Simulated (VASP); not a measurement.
Set up this calculation in VASP 6.6.1, as the native input.

| Property | Result |
| --- | --- |
| Task | single point |
| Functional | PBEsol |
| Potentials or basis | VASP PAW PBE potentials, release 64 (Ag) |
| Cutoff | 520 eV |
| k mesh | 9 × 9 × 1 |
| Occupations | gaussian, width 0.1 eV |
| Spin | no spin polarisation |
| Dipole correction | yes |
| Further INCAR settings | ALGO = Normal; EDIFF = 1e-06; NBANDS = 42 |

The structure of Ag lies in POSCAR:

```
Ag
1.0
    2.8893797300      0.0000000000      0.0000000000
    0.0000000000      2.8893797300      0.0000000000
    0.0000000000      0.0000000000     27.2155002141
Ag
6
Direct
    0.5000000000      0.5000000000      0.3123220199
    0.0000000000      0.0000000000      0.3873932161
    0.5000000000      0.5000000000      0.4624644019
    0.0000000000      0.0000000000      0.5365871681
    0.5000000000      0.5000000000      0.6105870216
    0.0000000000      0.0000000000      0.6825436834
```

One way to write it, as run:

INCAR

```
SYSTEM = Ag
ALGO = Normal
DIPOL = 0.5 0.5 0.499
EDIFF = 1E-6
ENCUT = 520
GGA = PS
IDIPOL = 3
ISIF = 2
ISMEAR = 0
LASPH = .True.
LCHARG = .True.
LDIPOL = .True.
LELF = .True.
LREAL = .False.
LVACPOTAV = .True.
LVHAR = .True.
LWAVE = .False.
NBANDS = 42
NELM = 80
PREC = Accurate
SIGMA = 0.1
```

KPOINTS

```
k-points
0
Gamma
  9 9 1
  0 0 0
```

Potentials or basis: VASP PAW PBE potentials, release 64 (Ag).

Command:

```sh
$ cat potpaw_PBE.64/Ag/POTCAR > POTCAR
$ mpirun -np 1 vasp_std > vasp.out
```

It gave:

| Item | Value |
| --- | --- |
| Largest force | 0.291 eV/Å |
| Band gap on the k mesh | zero (band 33 reaches 3.62 eV, above the bottom of band 34 at -1.46 eV) |

Caveat: the PAW data sets were made with another functional, which shifts forces and pressure a little.

It took 3.6 min on 1 thread of Intel(R) Xeon(R) Platinum 8375C CPU @ 2.90GHz (Ice Lake) (shared host), peak memory 0.37 GiB.
